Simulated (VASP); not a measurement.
# CaOs2 (P4/mmm) in VASP: notebook

Runs on CaOs2. Level: PBE. Tasks: single point, relaxation of cell and atoms.

All numbers are computed with VASP 6.6.1; they aren't measurements. Logs are shortened: lines on timing, memory, paths and dates and some standing lists are left out, and cuts for length are marked.

**1. The cell of the first run**

The structure is tetragonal, space group P4/mmm (No. 123). The conventional cell has a = 2.763 Å, b = 2.763 Å, c = 7.193 Å, α = 90.00°, β = 90.00°, γ = 90.00°. Ca (site symmetry 4/mmm) has 4 Ca at 2.76 Å and 8 Os at 3.13 Å within 3.6 Å. Os (site symmetry 4mm) has 5 Os at 2.31 to 2.76 Å within 3.0 Å.

The cell was built from a structure type or drawn by symmetry, and may not be a known phase.

**2. Single point, PBE**

INCAR reads:

```
PREC     = Accurate       # precision mode
ENCUT    = 520            # plane-wave cutoff, eV
EDIFF    = 1E-7           # SCF threshold, eV
ISMEAR   = 0              # smearing method
SIGMA    = 0.1            # smearing width, eV
LREAL    = False          # projectors in reciprocal space
LASPH    = True           # aspherical terms in the spheres
NELM     = 80             # most SCF steps
ALGO     = Fast           # electronic algorithm
ISIF     = 2              # what is computed and relaxed
LWAVE    = False          # write WAVECAR
LCHARG   = False          # write CHGCAR
GGA      = PE             # functional
NBANDS   = 20             # bands
```

KPOINTS reads:

```
regular mesh
0
Gamma
  6 6 4
```

POSCAR reads:

```
CaOs2
1.0
    2.7631658678      0.0000000000      0.0000000000
    0.0000000000      2.7631658678      0.0000000000
    0.0000000000      0.0000000000      7.1933916172
Ca Os
1 2
Direct
    0.0000000000      0.0000000000      0.0000000000
    0.5000000000      0.5000000000      0.3397014000
    0.5000000000      0.5000000000      0.6602986000
```

Potentials or basis: VASP PAW PBE potentials, release 64 (Ca_sv, Os).

Run with:

```console
$ cat potpaw_PBE.64/Ca_sv/POTCAR potpaw_PBE.64/Os/POTCAR > POTCAR
$ mpirun -np 1 vasp_std > vasp.out
```

OUTCAR:

```text
PREC = Accurate
   ENCUT = 520
   EDIFF = 1E-7
   ISMEAR = 0
   LREAL = False
   LASPH = True
   NELM = 80
   ISIF = 2
   GGA = PE

 ion  position               nearest neighbor table
   1  0.000  0.000  0.000-   2 3.13   3 3.13   2 3.13   3 3.13   2 3.13   3 3.13   2 3.13   3 3.13

   2  0.500  0.500  0.340-   3 2.31   1 3.13   1 3.13   1 3.13   1 3.13
   3  0.500  0.500  0.660-   2 2.31   1 3.13   1 3.13   1 3.13   1 3.13

  LATTYP: Found a simple tetragonal cell.
 ALAT       =     2.7631658678
 C/A-ratio  =     2.6033151687

  Lattice vectors:

 A1 = (   2.7631658678,   0.0000000000,   0.0000000000)
 A2 = (   0.0000000000,   2.7631658678,   0.0000000000)
 A3 = (   0.0000000000,   0.0000000000,   7.1933916172)

Analysis of symmetry for initial positions (statically):
=====================================================================
 Subroutine PRICEL returns:
 Original cell was already a primitive cell.

 Routine SETGRP: Setting up the symmetry group for a
 simple tetragonal supercell.

 Subroutine GETGRP returns: Found 16 space group operations
 (whereof 16 operations were pure point group operations)
 out of a pool of 16 trial point group operations.

The static configuration has the point symmetry D_4h.

Analysis of symmetry for dynamics (positions and initial velocities):
=====================================================================
 Subroutine PRICEL returns:
 Original cell was already a primitive cell.

 Routine SETGRP: Setting up the symmetry group for a
 simple tetragonal supercell.

 Subroutine GETGRP returns: Found 16 space group operations
 (whereof 16 operations were pure point group operations)
 out of a pool of 16 trial point group operations.

The dynamic configuration has the point symmetry D_4h.

 Subroutine INISYM returns: Found 16 space group operations
 (whereof 16 operations are pure point group operations),
 and found     1 'primitive' translations

----------------------------------------------------------------------------------------

                                     Primitive cell

  volume of cell :      54.9222

  direct lattice vectors                    reciprocal lattice vectors
     2.763165868  0.000000000  0.000000000     0.361903718  0.000000000  0.000000000
     0.000000000  2.763165868  0.000000000     0.000000000  0.361903718  0.000000000
     0.000000000  0.000000000  7.193391617     0.000000000  0.000000000  0.139016483

  length of vectors
     2.763165868  2.763165868  7.193391617     0.361903718  0.361903718  0.139016483

  position of ions in fractional coordinates (direct lattice)
     0.000000000  0.000000000  0.000000000
     0.500000000  0.500000000  0.339701400
     0.500000000  0.500000000  0.660298600

  ion indices of the primitive-cell ions
   primitive index   ion index
                 1           1
                 2           2
                 3           3

----------------------------------------------------------------------------------------

 KPOINTS: regular mesh

Automatic generation of k-mesh.
 Grid dimensions read from file:
 generate k-points for:    6    6    4

 Generating k-lattice:

  Cartesian coordinates                     Fractional coordinates (reciprocal lattice)
     0.060317286  0.000000000  0.000000000     0.166666667  0.000000000  0.000000000
     0.000000000  0.060317286  0.000000000     0.000000000  0.166666667  0.000000000
     0.000000000  0.000000000  0.034754121     0.000000000  0.000000000  0.250000000

  Length of vectors
     0.060317286  0.060317286  0.034754121

  Shift w.r.t. Gamma in fractional coordinates (k-lattice)
     0.000000000  0.000000000  0.000000000

 Subroutine IBZKPT returns following result:
 ===========================================

 Found     30 irreducible k-points:

 Following reciprocal coordinates:
            Coordinates               Weight
  0.000000  0.000000  0.000000      1.000000
  0.166667  0.000000  0.000000      4.000000
  0.333333  0.000000  0.000000      4.000000
  0.500000  0.000000  0.000000      2.000000
  0.166667  0.166667  0.000000      4.000000
  0.333333  0.166667  0.000000      8.000000
[... 16 lines left out ...]
  0.333333  0.000000  0.500000      4.000000
  0.500000  0.000000  0.500000      2.000000
 [... further k-points ...]
   k-points           NKPTS =     30   k-points in BZ     NKDIM =     30   number of bands    NBANDS=     20
   number of dos      NEDOS =    301   number of ions     NIONS =      3
   total plane-waves  NPLWV =  31104
   dimension x,y,z NGX =    24 NGY =   24 NGZ =   54
   dimension x,y,z NGXF=    48 NGYF=   48 NGZF=  108
   ions per type =               1   2
   NGX,Y,Z   is equivalent  to a cutoff of  14.44, 14.44, 12.48 a.u.
   NGXF,Y,Z  is equivalent  to a cutoff of  28.88, 28.88, 24.96 a.u.
 SYSTEM =  unknown system
   PREC   = accura    normal or accurate (medium, high low for compatibility)
   ISTART =      0    job   : 0-new  1-cont  2-samecut
   ICHARG =      2    charge: 1-file 2-atom 10-const
   ISPIN  =      1    spin polarized calculation?
   LNONCOLLINEAR =      F non collinear calculations
   LSORBIT =      F    spin-orbit coupling
   LASPH  =      T    aspherical Exc in radial PAW
   ENCUT  =  520.0 eV  38.22 Ry    6.18 a.u.   5.14  5.14 13.37*2*pi/ulx,y,z
   NELM   =     80;   NELMIN=  2; NELMDL= -5     # of ELM steps
   EDIFF  = 0.1E-06   stopping-criterion for ELM
   LREAL  =      F    real-space projection
   EDIFFG = 0.1E-05   stopping-criterion for IOM
   NSW    =      0    number of steps for IOM
   IBRION =     -1    ionic relax: 0-MD 1-quasi-New 2-CG
   NFREE  =      0    steps in history (QN), initial steepest desc. (CG)
   ISIF   =      2    stress and relaxation
   ISYM   =      2    0-nonsym 1-usesym 2-fastsym
   POTIM  = 0.5000    time-step for ionic-motion
   TEBEG  =    0.0;   TEEND  =   0.0 temperature during run
   PSTRESS=    0.0 pullay stress
   NELECT =      26.0000    total number of electrons
   NUPDOWN=      -1.0000    fix difference up-down
   EMIN   =  10.00;   EMAX   =-10.00  energy-range for DOS
   EFERMI =   0.00;   METHOD = LEGACY
   ISMEAR =     0;   SIGMA  =   0.10  broadening in eV -4-tet -1-fermi 0-gaus
   EFERMI_NEDOS =   21; number of points for ismear=-14 and -15
   IALGO  =     68    algorithm
   IMIX   =      4    mixing-type and parameters
     AMIX     =   0.40;   BMIX     =  1.00
     AMIX_MAG =   1.60;   BMIX_MAG =  1.00
  volume/ion in A,a.u.               =      18.31       123.54
  Fermi-wavevector in a.u.,A,eV,Ry     =   1.275900  2.411102 22.149218  1.627922
  Thomas-Fermi vector in A             =   2.408587
   LORBIT       =      0    0 simple, 1 ext, 2 COOP (PROOUT), +10 PAW based schemes
   GGA     = PE    functional components
   LHFCALC =     F    Hartree Fock is set to
   AEXX    =    0.0000 exact exchange contribution
   IVDW    =     0    specifies the selected vdW correction
   LEPSILON=     F    determine dielectric tensor
   LRPA    =     F    only Hartree local field effects (RPA)
 non-spin polarized calculation
 RMM-DIIS sequential band-by-band and
 Gauss-broadening in eV      SIGMA  =   0.10
  energy-cutoff  :      520.00
  volume of cell :       54.92
 maximum number of plane-waves:      1506
 NGX is ok and might be reduce to    24
   NGX = 11   NGY = 11   NGZ = 27

 number of electron      25.9999999 magnetization

 Free energy of the ion-electron system (eV)
  ---------------------------------------------------
  ext. energy  EPLUGINS =         0.00000000
  ---------------------------------------------------
  free energy    TOTEN  =       -21.51120927 eV

  energy without entropy =      -21.49651409  energy(sigma->0) =      -21.50386168

 E-fermi :   5.7927     XC(G=0): -11.8716

 val. band max:        5.7738510616   @ k =   0.5000   0.5000   0.0000
 cond. band min:       5.8444562473   @ k =   0.1667   0.1667   0.5000
 fundamental gap:      0.0706051857
 Fermi energy:         5.7927414821

 k-point     1 :       0.0000    0.0000    0.0000
  band No.  band energies     occupation
      1     -34.4845      2.00000
      2     -15.3880      2.00000
      3     -14.7889      2.00000
      4     -14.7889      2.00000
      5      -1.9252      2.00000
      6       0.6180      2.00000
[... 12 lines left out ...]
     19       7.9562      0.00000
     20      12.6645      0.00000

 k-point     2 :       0.1667    0.0000    0.0000
  band No.  band energies     occupation
      1     -34.4195      2.00000
      2     -15.3237      2.00000
      3     -15.2317      2.00000
      4     -14.7496      2.00000
      5      -1.2185      2.00000
      6       1.2264      2.00000
[... 12 lines left out ...]
     19       9.0873      0.00000
     20      12.8689      0.00000

 k-point     3 :       0.3333    0.0000    0.0000
  band No.  band energies     occupation
      1     -34.2859      2.00000
      2     -16.0475      2.00000
      3     -15.1922      2.00000
      4     -14.6699      2.00000
      5       0.1855      2.00000
      6       1.2280      2.00000
[... 12 lines left out ...]
     19      10.7804      0.00000
     20      11.6485      0.00000

 k-point     4 :       0.5000    0.0000    0.0000
  band No.  band energies     occupation
      1     -34.2172      2.00000
      2     -16.4276      2.00000
      3     -15.1249      2.00000
      4     -14.6295      2.00000
      5       0.6128      2.00000
      6       0.9756      2.00000
[... 429 lines left out ...]
 k-point    23 :       0.3333    0.0000    0.5000
  band No.  band energies     occupation
      1     -34.2858      2.00000
      2     -16.0464      2.00000
      3     -15.1933      2.00000
      4     -14.6699      2.00000
      5       0.1479      2.00000
      6       1.4639      2.00000
[... 12 lines left out ...]
     19      10.9786      0.00000
     20      11.7752      0.00000

 k-point    24 :       0.5000    0.0000    0.5000
  band No.  band energies     occupation
      1     -34.2172      2.00000
      2     -16.4262      2.00000
      3     -15.1254      2.00000
      4     -14.6295      2.00000
      5       0.7421      2.00000
      6       0.7665      2.00000
[... 12 lines left out ...]
     19      11.2830      0.00000
     20      12.9326      0.00000

 [... further k-points ...]

------------------------ aborting loop because EDIFF is reached ----------------------------------------

  FORCE on cell =-STRESS in cart. coord.  units (eV):
  Direction    XX          YY          ZZ          XY          YZ          ZX
  --------------------------------------------------------------------------------------
  -------------------------------------------------------------------------------------
  Total        0.0753366      0.0753366     -0.2507636      0.0000000      0.0000000      0.0000000
  in kB        2.1977025      2.1977025     -7.3152215      0.0000000      0.0000000      0.0000000
  external PRESSURE =      -0.9732722 kB  Pullay stress =       0.0000000 kB

 VOLUME and BASIS-vectors are now :
 -----------------------------------------------------------------------------
  energy-cutoff  :      520.00
  volume of cell :       54.92
      direct lattice vectors                 reciprocal lattice vectors
     2.763165868  0.000000000  0.000000000     0.361903718  0.000000000  0.000000000
     0.000000000  2.763165868  0.000000000     0.000000000  0.361903718  0.000000000
     0.000000000  0.000000000  7.193391617     0.000000000  0.000000000  0.139016483

 POSITION                                       TOTAL-FORCE (eV/Angst)
 -----------------------------------------------------------------------------------
      0.00000      0.00000      0.00000        -0.000000      0.000000      0.000000
      1.38158      1.38158      2.44361        -0.000000     -0.000000      0.139333
      1.38158      1.38158      4.74979         0.000000     -0.000000     -0.139333
 -----------------------------------------------------------------------------------
    total drift:                                0.000000     -0.000000     -0.000000

  FREE ENERGIE OF THE ION-ELECTRON SYSTEM (eV)
  ---------------------------------------------------
  free  energy   TOTEN  =       -21.5112092735 eV

  energy  without entropy=      -21.4965140936  energy(sigma->0) =      -21.50386168
```

It took 1.7 min on 1 thread of Intel Xeon 8259CL, shared host; peak memory 0.19 GiB.

Results:

```yaml
Free_energy: -21.5112 eV
Pressure: -0.1 GPa
Largest_force: 0.139 eV/Å
Band_gap_on_the_k_mesh: zero (bands 13 and 14 overlap by 2.95 eV)
```

Forces in eV/Å, atoms in the order of the input:
```
Ca   0.000  0.000  0.000
Os   0.000  0.000  0.139
Os   0.000  0.000 -0.139
```

Levels at points of the mesh, in eV from the Fermi level:
| k point | band 11 | band 12 | band 13 | band 14 | band 15 | band 16 |
| --- | --- | --- | --- | --- | --- | --- |
| (0.00, 0.00, 0.00) | -1.24 | -1.24 | -0.19 | 1.51 | 1.52 | 1.52 |
| (0.50, 0.00, 0.00) | -0.80 | -0.75 | -0.74 | -0.11 | 2.00 | 2.37 |
| (0.50, 0.50, 0.00) | -1.51 | -0.02 | 2.17 | 3.23 | 3.58 | 4.21 |
| (0.00, 0.00, 0.50) | -1.30 | -1.30 | 1.24 | 1.51 | 1.64 | 1.69 |
| (0.50, 0.00, 0.50) | -0.77 | -0.07 | 0.15 | 0.16 | 1.31 | 1.86 |
| (0.50, 0.50, 0.50) | -0.79 | -0.79 | 1.95 | 1.95 | 3.23 | 3.58 |

Caveat: the k points lie up to 0.38 Å⁻¹ apart, too coarse for converged energies and pressures of a metal; spin-orbit coupling is left out, which moves the levels of the heavy elements.

**3. Relaxation of cell and atoms, PBE**

This run uses another cell than the first one, of 16.83 Å³/atom.

INCAR reads:

```
PREC = Accurate
ENCUT = 600
EDIFF = 1E-6
ISMEAR = 0
SIGMA = 0.1
LREAL = F
LASPH = T
NELM = 80
ALGO = Normal
ISIF = 3
LWAVE = F
LCHARG = F
GGA = PE
IBRION = 2
NSW = 90
EDIFFG = -0.04
```

KPOINTS is that of step 2.

POSCAR reads:

```
CaOs2
1.0
    2.9035166600      0.0000000000      0.0000000000
    0.0000000000      2.9035166600      0.0000000000
    0.0000000000      0.0000000000      5.9906837200
Ca Os
1 2
Direct
    0.0000000000      0.0000000000      0.0000000000
    0.5000000000      0.5000000000      0.2949999900
    0.5000000000      0.5000000000      0.7050000100
```

Potentials or basis: VASP PAW PBE potentials, release 64 (Ca_sv, Os).

Run with:

```console
$ cat potpaw_PBE.64/Ca_sv/POTCAR potpaw_PBE.64/Os/POTCAR > POTCAR
$ mpirun -np 1 vasp_std > vasp.out
```

Run time: 6.4 min. Hardware: 1 thread of Intel Xeon 8259CL, shared host; peak memory 0.2 GiB.

It converged, with:

| Property | Result |
| --- | --- |
| Free energy | -21.5102 eV |
| Relaxed volume | 18.36 Å³/atom |
| Relaxed cell | a = 2.770 Å, b = 2.770 Å, c = 7.181 Å, α = 90.00°, β = 90.00°, γ = 90.00° |
| Space group after relaxing (to 0.1 Å) | P4/mmm (No. 123) |
| Energy gained by relaxing | 757.8 meV/atom |
| Ionic steps | 15 |
| Pressure after relaxing | -0.1 GPa |
| Largest force after relaxing | 0.007 eV/Å |
| Band gap on the k mesh | zero (bands 13 and 14 overlap by 2.96 eV) |

Forces on the atoms (eV/Å):
```
Ca   0.000  0.000  0.000
Os   0.000  0.000  0.007
Os   0.000  0.000 -0.007
```

Stress tensor (GPa, compression positive):
```
-0.10  0.00  0.00
 0.00 -0.10  0.00
 0.00  0.00  0.05
```

Step by step:
```csv
step,energy change (eV),largest force (eV/Å),pressure (GPa),volume (Å³)
1,0.0000,5.7653,19.80,50.50
2,-1.0952,3.3098,-6.10,67.28
3,-1.5609,0.5128,-4.51,60.76
4,-1.5625,0.6838,-4.21,60.41
5,-1.9596,0.5880,-0.85,57.82
6,-2.1393,2.3489,7.82,54.19
7,-2.2057,1.4161,4.62,54.32
8,-2.2059,1.4409,4.73,54.31
9,-2.2464,0.9145,2.07,54.95
10,-2.2668,0.1703,-1.64,55.97
11,-2.2669,0.2277,-1.34,55.88
12,-2.2698,0.1783,-0.99,55.67
13,-2.2731,0.0686,-0.15,55.22
14,-2.2733,0.0320,0.13,55.07
15,-2.2734,0.0065,-0.05,55.09
```

Final structure:
```cif
data_structure
_symmetry_space_group_name_H-M 'P 1'
_symmetry_Int_Tables_number 1
_cell_length_a 2.7699
_cell_length_b 2.7699
_cell_length_c 7.1810
_cell_angle_alpha 90.000
_cell_angle_beta 90.000
_cell_angle_gamma 90.000
_cell_volume 55.09
loop_
_atom_site_label
_atom_site_type_symbol
_atom_site_fract_x
_atom_site_fract_y
_atom_site_fract_z
_atom_site_occupancy
Ca1 Ca 0.00000 0.00000 0.00000 1
Os1 Os 0.50000 0.50000 0.34021 1
Os2 Os 0.50000 0.50000 0.65979 1
```

Levels at points of the mesh, in eV from the Fermi level:
```tsv
k point	band 10	band 11	band 12	band 13	band 14	band 15	band 16	band 17
(0.00, 0.00, 0.00)	-1.57	-1.31	-1.31	-0.16	1.48	1.53	1.53	1.94
(0.50, 0.00, 0.00)	-0.96	-0.80	-0.74	-0.71	-0.09	2.01	2.37	2.93
(0.50, 0.50, 0.00)	-1.48	-1.48	-0.01	2.19	3.18	3.54	4.17	4.32
(0.00, 0.00, 0.50)	-2.81	-1.36	-1.36	1.27	1.48	1.66	1.71	1.94
(0.50, 0.00, 0.50)	-0.92	-0.78	-0.05	0.16	0.17	1.32	1.87	2.39
(0.50, 0.50, 0.50)	-1.69	-0.76	-0.76	1.94	1.94	3.18	3.54	4.03
```

Caveat: the k points lie up to 0.38 Å⁻¹ apart in the final cell, too coarse for converged energies and pressures of a metal; a cell axis changed by over 15 % at a fixed basis, so the end point is rough; spin-orbit coupling is left out, which moves the levels of the heavy elements.
